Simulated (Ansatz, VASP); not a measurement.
Ge: VASP beside Ansatz

INCAR

```
SYSTEM = Ge
PREC = Accurate
ENCUT = 600
EDIFF = 1E-7
ISMEAR = 0
SIGMA = 0.1
LREAL = .FALSE.
LASPH = .TRUE.
NELM = 80
ALGO = Normal
ISIF = 3
LWAVE = .FALSE.
LCHARG = .FALSE.
GGA = PS
IBRION = 2
NSW = 100
EDIFFG = -0.005
```

File KPOINTS:

```
Automatic mesh
0
G
  14 14 14
  0 0 0
```

Contents of POSCAR:

```
Ge
1.0
    0.0000000000      2.8289100000      2.8289100000
    2.8289100000      0.0000000000      2.8289100000
    2.8289100000      2.8289100000      0.0000000000
Ge
2
Direct
    0.0000000000      0.0000000000      0.0000000000
    0.2500000000      0.2500000000      0.2500000000
```

Input for Ansatz:

```yaml
crystal:
  lattice:
    - [0.0, 2.82891, 2.82891]
    - [2.82891, 0.0, 2.82891]
    - [2.82891, 2.82891, 0.0]
  atoms:
    - { symbol: Ge, position: [0.0, 0.0, 0.0] }
    - { symbol: Ge, position: [0.25, 0.25, 0.25] }
basis:
  ecutwfc: 420
kpoints:
  mp_grid: { grid: [14, 14, 14] }
hamiltonian:
  xc: pbesol
scf:
  occupations: { method: gaussian, width: 0.1 }
output:
  forces: true
  stress: true
  eigenvalues: true
  write_density: true
  write_potential: true
  elf: true
  volumetric_format: npy
relax:
  adjacent_minimum: "off"
  f_tol: 0.005
  max_steps: 80
  cell: { stress_tol: 0.05 }
```

Alike in both runs: task relaxation of cell and atoms; functional PBEsol; k mesh 14 × 14 × 14; occupations gaussian, width 0.1 eV; no spin polarisation.

|  | VASP | Ansatz |
| --- | --- | --- |
| version | VASP 6.6.1 | Ansatz 0.2.0 |
| potentials or method | VASP PAW PBE potentials, release 64 (Ge_d), cutoff 600 eV | scalar-relativistic, plane waves, PAW |
| valence electrons in the cell | 28 | 28 |

```tsv
	VASP	Ansatz	Ansatz less VASP
gap on the k mesh at the Fermi level, each at its own relaxed structure (eV)	none	none	-
relaxed volume (Å³/atom)	22.83	22.86	+0.024
relaxed cell length with the largest relative difference (Å)	4.012	4.013	+0.0014
```

VASP's potentials were made for PBE, not for PBEsol. A gap of «none» marks a metal or a gap that the smearing closes.
